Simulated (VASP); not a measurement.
# Pt (Fm-3m) in VASP: further runs

The runs below take Pt through single point, relaxation of cell and atoms, with LDA.

All numbers are computed with VASP 6.6.1; they aren't measurements. Logs are shortened: lines on timing, memory, paths and dates and some standing lists are left out, and cuts for length are marked.

## (1) The cell of the first run

It takes space group Fm-3m (No. 225, cubic). Conventional cell: a = 3.894 Å, b = 3.894 Å, c = 3.894 Å, α = 90.00°, β = 90.00°, γ = 90.00°. Within 3.6 Å of Pt (site symmetry m-3m) lie 12 Pt at 2.75 Å.

## (2) Single point, LDA

Contents of INCAR:

```
SYSTEM = Pt
PREC = Accurate ; ENCUT = 520
EDIFF = 1E-7 ; ISMEAR = -1
SIGMA = 0.1 ; LREAL = .FALSE.
LASPH = .TRUE. ; NELM = 60
ALGO = Normal ; ISIF = 2
LWAVE = .FALSE. ; LCHARG = .FALSE.
NBANDS = 11
```

Contents of KPOINTS:

```
Automatic mesh
0
G
  11 11 11
  0 0 0
```

Contents of POSCAR:

```
Pt
1.0
    0.0000000000      1.9470415363      1.9470415363
    1.9470415363      0.0000000000      1.9470415363
    1.9470415363      1.9470415363      0.0000000000
Pt
1
Direct
    0.0000000000      0.0000000000      0.0000000000
```

Potentials or basis: VASP PAW LDA potentials, release 64 (Pt).

Command:

```bash
cat potpaw_LDA.64/Pt/POTCAR > POTCAR
mpirun -np 1 vasp_std > vasp.out
```

OUTCAR:

```text
SYSTEM = Pt
   PREC = Accurate
   ENCUT = 520
   EDIFF = 1E-7
   ISMEAR = -1
   LREAL = .FALSE.
   LASPH = .TRUE.
   NELM = 60
   ISIF = 2

 ion  position               nearest neighbor table
   1  0.000  0.000  0.000-

  LATTYP: Found a face centered cubic cell.
 ALAT       =     3.8940830726

  Lattice vectors:

 A1 = (   0.0000000000,   1.9470415363,   1.9470415363)
 A2 = (   1.9470415363,   0.0000000000,   1.9470415363)
 A3 = (   1.9470415363,   1.9470415363,   0.0000000000)

Analysis of symmetry for initial positions (statically):
=====================================================================
 Subroutine PRICEL returns:
 Original cell was already a primitive cell.

 Routine SETGRP: Setting up the symmetry group for a
 face centered cubic supercell.

 Subroutine GETGRP returns: Found 48 space group operations
 (whereof 48 operations were pure point group operations)
 out of a pool of 48 trial point group operations.

The static configuration has the point symmetry O_h .

Analysis of symmetry for dynamics (positions and initial velocities):
=====================================================================
 Subroutine PRICEL returns:
 Original cell was already a primitive cell.

 Routine SETGRP: Setting up the symmetry group for a
 face centered cubic supercell.

 Subroutine GETGRP returns: Found 48 space group operations
 (whereof 48 operations were pure point group operations)
 out of a pool of 48 trial point group operations.

The dynamic configuration has the point symmetry O_h .

 Subroutine INISYM returns: Found 48 space group operations
 (whereof 48 operations are pure point group operations),
 and found     1 'primitive' translations

----------------------------------------------------------------------------------------

                                     Primitive cell

  volume of cell :      14.7624

  direct lattice vectors                    reciprocal lattice vectors
     0.000000000  1.947041536  1.947041536    -0.256799863  0.256799863  0.256799863
     1.947041536  0.000000000  1.947041536     0.256799863 -0.256799863  0.256799863
     1.947041536  1.947041536  0.000000000     0.256799863  0.256799863 -0.256799863

  length of vectors
     2.753532547  2.753532547  2.753532547     0.444790410  0.444790410  0.444790410

  position of ions in fractional coordinates (direct lattice)
     0.000000000  0.000000000  0.000000000

  ion indices of the primitive-cell ions
   primitive index   ion index
                 1           1

----------------------------------------------------------------------------------------

 KPOINTS: Automatic mesh

Automatic generation of k-mesh.
 Grid dimensions read from file:
 generate k-points for:   11   11   11

 Generating k-lattice:

  Cartesian coordinates                     Fractional coordinates (reciprocal lattice)
    -0.023345442  0.023345442  0.023345442     0.090909091  0.000000000  0.000000000
     0.023345442 -0.023345442  0.023345442     0.000000000  0.090909091  0.000000000
     0.023345442  0.023345442 -0.023345442     0.000000000  0.000000000  0.090909091

  Length of vectors
     0.040435492  0.040435492  0.040435492

  Shift w.r.t. Gamma in fractional coordinates (k-lattice)
     0.000000000  0.000000000  0.000000000

 Subroutine IBZKPT returns following result:
 ===========================================

 Found     56 irreducible k-points:

 Following reciprocal coordinates:
            Coordinates               Weight
  0.000000  0.000000  0.000000      1.000000
  0.090909  0.000000  0.000000      8.000000
  0.181818  0.000000  0.000000      8.000000
  0.272727  0.000000  0.000000      8.000000
  0.363636  0.000000  0.000000      8.000000
  0.454545  0.000000  0.000000      8.000000
[... 16 lines left out ...]
 -0.272727  0.181818  0.000000     24.000000
 -0.181818  0.181818  0.000000     12.000000
 [... further k-points ...]
   k-points           NKPTS =     56   k-points in BZ     NKDIM =     56   number of bands    NBANDS=     11
   number of dos      NEDOS =    301   number of ions     NIONS =      1
   total plane-waves  NPLWV =   8000
   dimension x,y,z NGX =    20 NGY =   20 NGZ =   20
   dimension x,y,z NGXF=    40 NGYF=   40 NGZF=   40
   ions per type =               1
   NGX,Y,Z   is equivalent  to a cutoff of  12.08, 12.08, 12.08 a.u.
   NGXF,Y,Z  is equivalent  to a cutoff of  24.15, 24.15, 24.15 a.u.
 SYSTEM =  Pt
   PREC   = accura    normal or accurate (medium, high low for compatibility)
   ISTART =      0    job   : 0-new  1-cont  2-samecut
   ICHARG =      2    charge: 1-file 2-atom 10-const
   ISPIN  =      1    spin polarized calculation?
   LNONCOLLINEAR =      F non collinear calculations
   LSORBIT =      F    spin-orbit coupling
   LASPH  =      T    aspherical Exc in radial PAW
   ENCUT  =  520.0 eV  38.22 Ry    6.18 a.u.   5.12  5.12  5.12*2*pi/ulx,y,z
   NELM   =     60;   NELMIN=  2; NELMDL= -5     # of ELM steps
   EDIFF  = 0.1E-06   stopping-criterion for ELM
   LREAL  =      F    real-space projection
   EDIFFG = 0.1E-05   stopping-criterion for IOM
   NSW    =      0    number of steps for IOM
   IBRION =     -1    ionic relax: 0-MD 1-quasi-New 2-CG
   NFREE  =      0    steps in history (QN), initial steepest desc. (CG)
   ISIF   =      2    stress and relaxation
   ISYM   =      2    0-nonsym 1-usesym 2-fastsym
   POTIM  = 0.5000    time-step for ionic-motion
   TEBEG  =    0.0;   TEEND  =   0.0 temperature during run
   PSTRESS=    0.0 pullay stress
   NELECT =      10.0000    total number of electrons
   NUPDOWN=      -1.0000    fix difference up-down
   EMIN   =  10.00;   EMAX   =-10.00  energy-range for DOS
   EFERMI =   0.00;   METHOD = LEGACY
   ISMEAR =    -1;   SIGMA  =   0.10  broadening in eV -4-tet -1-fermi 0-gaus
   EFERMI_NEDOS =   21; number of points for ismear=-14 and -15
   IALGO  =     38    algorithm
   IMIX   =      4    mixing-type and parameters
     AMIX     =   0.40;   BMIX     =  1.00
     AMIX_MAG =   1.60;   BMIX_MAG =  1.00
  volume/ion in A,a.u.               =      14.76        99.62
  Fermi-wavevector in a.u.,A,eV,Ry     =   1.437771  2.716993 28.125752  2.067184
  Thomas-Fermi vector in A             =   2.556811
   LORBIT       =      0    0 simple, 1 ext, 2 COOP (PROOUT), +10 PAW based schemes
   GGA     = CA    functional components
   LHFCALC =     F    Hartree Fock is set to
   AEXX    =    0.0000 exact exchange contribution
   IVDW    =     0    specifies the selected vdW correction
   LEPSILON=     F    determine dielectric tensor
   LRPA    =     F    only Hartree local field effects (RPA)
 non-spin polarized calculation
  energy-cutoff  :      520.00
  volume of cell :       14.76
 maximum number of plane-waves:       411
   NGX = 11   NGY = 11   NGZ = 11

 number of electron      10.0000000 magnetization

 Free energy of the ion-electron system (eV)
  ---------------------------------------------------
  ext. energy  EPLUGINS =         0.00000000
  ---------------------------------------------------
  free energy    TOTEN  =        -7.54318299 eV

  energy without entropy =       -7.48959156  energy(sigma->0) =       -7.51638727

 E-fermi :  11.5351     XC(G=0): -13.8126

 val. band max:       11.5206279671   @ k =   0.4545   0.0000   0.0000
 cond. band min:      11.5452391326   @ k =   0.4545   0.4545   0.0000
 fundamental gap:      0.0246111655
 Fermi energy:        11.5350872318

 k-point     1 :       0.0000    0.0000    0.0000
  band No.  band energies     occupation
      1       1.0733      2.00000
      2       7.6018      2.00000
      3       7.6018      2.00000
      4       7.6018      2.00000
      5       9.8721      2.00000
      6       9.8721      2.00000
      7      26.1191      0.00000
      8      31.1627      0.00000
      9      31.1627      0.00000
     10      31.1627      0.00000
     11      36.6962      0.00000

 k-point     2 :       0.0909    0.0000    0.0000
  band No.  band energies     occupation
      1       1.4099      2.00000
      2       7.4550      2.00000
      3       7.7329      2.00000
      4       7.7329      2.00000
      5       9.8013      2.00000
      6       9.8013      2.00000
      7      26.6440      0.00000
      8      29.6594      0.00000
      9      31.6912      0.00000
     10      31.6912      0.00000
     11      38.2325      0.00000

 k-point     3 :       0.1818    0.0000    0.0000
  band No.  band energies     occupation
      1       2.3225      2.00000
      2       7.1946      2.00000
      3       7.9737      2.00000
      4       7.9737      2.00000
      5       9.7759      2.00000
      6       9.7759      2.00000
      7      27.0881      0.00000
      8      27.7671      0.00000
      9      33.1435      0.00000
     10      33.1435      0.00000
     11      36.2803      0.00000

 k-point     4 :       0.2727    0.0000    0.0000
  band No.  band energies     occupation
      1       3.3910      2.00000
      2       7.3798      2.00000
      3       7.9596      2.00000
      4       7.9596      2.00000
      5      10.1991      2.00000
      6      10.1991      2.00000
      7      24.2039      0.00000
      8      27.7823      0.00000
      9      34.4513      0.00000
     10      34.4513      0.00000
     11      35.3842      0.00000

 k-point     5 :       0.3636    0.0000    0.0000
  band No.  band energies     occupation
      1       3.9104      2.00000
      2       7.7367      2.00000
      3       7.7367      2.00000
      4       8.7147      2.00000
      5      10.9505      1.99423
      6      10.9506      1.99423
      7      20.9121      0.00000
      8      26.5582      0.00000
      9      32.3395      0.00000
     10      32.3395      0.00000
     11      37.7879      0.00000
[... 211 lines left out ...]
 k-point    21 :      -0.4545    0.1818    0.0000
  band No.  band energies     occupation
      1       4.8895      2.00000
      2       6.8330      2.00000
      3       8.3387      2.00000
      4       8.4186      2.00000
      5      11.5104      1.12267
      6      15.1361      0.00000
      7      17.2653      0.00000
      8      26.4529      0.00000
      9      28.9741      0.00000
     10      29.3110      0.00000
     11      39.3551      0.00000

 k-point    22 :      -0.3636    0.1818    0.0000
  band No.  band energies     occupation
      1       4.9962      2.00000
      2       6.9680      2.00000
      3       8.0874      2.00000
      4       8.3913      2.00000
      5      10.7575      1.99916
      6      14.0945      0.00000
      7      19.2536      0.00000
      8      26.1430      0.00000
      9      28.4908      0.00000
     10      31.2734      0.00000
     11      36.9975      0.00000

 k-point    23 :      -0.2727    0.1818    0.0000
  band No.  band energies     occupation
      1       4.9230      2.00000
      2       6.9508      2.00000
      3       7.4253      2.00000
      4       8.5542      2.00000
      5       9.7565      2.00000
      6      12.7375      0.00001
      7      22.4899      0.00000
      8      26.5943      0.00000
      9      29.0602      0.00000
     10      33.9884      0.00000
     11      34.1270      0.00000

 k-point    24 :      -0.1818    0.1818    0.0000
  band No.  band energies     occupation
      1       4.0640      2.00000
      2       6.6579      2.00000
      3       7.8131      2.00000
      4       8.8228      2.00000
      5       8.9074      2.00000
      6      11.4734      1.29895
      7      25.1570      0.00000
      8      27.8357      0.00000
      9      30.6434      0.00000
     10      31.7285      0.00000
     11      36.4475      0.00000

 [... further k-points ...]

------------------------ aborting loop because EDIFF is reached ----------------------------------------

  FORCE on cell =-STRESS in cart. coord.  units (eV):
  Direction    XX          YY          ZZ          XY          YZ          ZX
  --------------------------------------------------------------------------------------
  -------------------------------------------------------------------------------------
  Total        0.0715601      0.0715601      0.0715601      0.0000000      0.0000000      0.0000000
  in kB        7.7665068      7.7665068      7.7665068      0.0000000      0.0000000      0.0000000
  external PRESSURE =       7.7665068 kB  Pullay stress =       0.0000000 kB

 VOLUME and BASIS-vectors are now :
 -----------------------------------------------------------------------------
  energy-cutoff  :      520.00
  volume of cell :       14.76
      direct lattice vectors                 reciprocal lattice vectors
     0.000000000  1.947041536  1.947041536    -0.256799863  0.256799863  0.256799863
     1.947041536  0.000000000  1.947041536     0.256799863 -0.256799863  0.256799863
     1.947041536  1.947041536  0.000000000     0.256799863  0.256799863 -0.256799863

 POSITION                                       TOTAL-FORCE (eV/Angst)
 -----------------------------------------------------------------------------------
      0.00000      0.00000      0.00000        -0.000000     -0.000000     -0.000000
 -----------------------------------------------------------------------------------
    total drift:                                0.000000     -0.000000     -0.000000

  FREE ENERGIE OF THE ION-ELECTRON SYSTEM (eV)
  ---------------------------------------------------
  free  energy   TOTEN  =        -7.5431829855 eV

  energy  without entropy=       -7.4895915554  energy(sigma->0) =       -7.51638727
```

Run time: 4.8 s. Hardware: 1 thread of Intel Xeon Platinum 8488C (Sapphire Rapids), shared host; peak memory 0.12 GiB.

Results:

```
Free energy            : -7.5432 eV
Pressure               : 0.8 GPa
Band gap on the k mesh : zero (bands 5 and 6 overlap by 2.19 eV)
```

Caveat: spin-orbit coupling is left out, which moves the levels of the heavy elements.

## (3) Relaxation of cell and atoms, LDA

This run uses another cell than the first one, of 15.08 Å³/atom.

Contents of INCAR:

```
ALGO = Normal ; EDIFF = 1E-6
EDIFFG = -0.02 ; ENCUT = 600
IBRION = 2 ; ISIF = 3
ISMEAR = -1 ; LASPH = T
LCHARG = F ; LREAL = F
LWAVE = F ; NELM = 60
NSW = 80 ; PREC = Accurate
SIGMA = 0.1
```

Contents of KPOINTS:

```
k-points
0
Gamma
  11 11 11
```

Contents of POSCAR:

```
Pt
1.0
    0.0000000000      1.9609000000      1.9609000000
    1.9609000000      0.0000000000      1.9609000000
    1.9609000000      1.9609000000      0.0000000000
Pt
1
Direct
    0.0000000000      0.0000000000      0.0000000000
```

Potentials or basis: VASP PAW LDA potentials, release 64 (Pt).

Command:

```bash
cat potpaw_LDA.64/Pt/POTCAR > POTCAR
mpirun -np 1 vasp_std > vasp.out
```

Run time: 9.6 s. Hardware: 1 thread of Intel Xeon Platinum 8488C (Sapphire Rapids), shared host; peak memory 0.15 GiB.

It converged, with:

| Item | Value |
| --- | --- |
| Free energy | -7.5434 eV |
| Relaxed volume | 14.81 Å³/atom |
| Relaxed cell | a = 2.757 Å, b = 2.757 Å, c = 2.757 Å, α = 60.00°, β = 60.00°, γ = 60.00° |
| Space group after relaxing (to 0.1 Å) | Fm-3m (No. 225) |
| Energy gained by relaxing | 4.7 meV/atom |
| Ionic steps | 3 |
| Pressure after relaxing | -0.1 GPa |
| Band gap on the k mesh | zero (bands 5 and 6 overlap by 2.18 eV) |

The path:
| step | energy change (eV) | largest force (eV/Å) | pressure (GPa) | volume (Å³) |
| --- | --- | --- | --- | --- |
| 1 | 0.0000 | 0.0000 | -5.37 | 15.08 |
| 2 | 0.0420 | 0.0000 | 19.81 | 14.00 |
| 3 | -0.0047 | 0.0000 | -0.13 | 14.81 |

Final structure:
```xyz
1
Lattice="0.0000 1.9492 1.9492 1.9492 0.0000 1.9492 1.9492 1.9492 0.0000" Properties=species:S:1:pos:R:3 pbc="T T T"
Pt    0.0000    0.0000    0.0000
```

Levels at points of the mesh, in eV from the Fermi level:
```tsv
k point	band 2	band 3	band 4	band 5	band 6	band 7	band 8	band 9
(0.00, 0.00, 0.00)	-3.91	-3.91	-3.91	-1.65	-1.65	14.59	19.62	19.62
```

Caveat: spin-orbit coupling is left out, which moves the levels of the heavy elements. LDA usually gives volumes a few per cent too small.
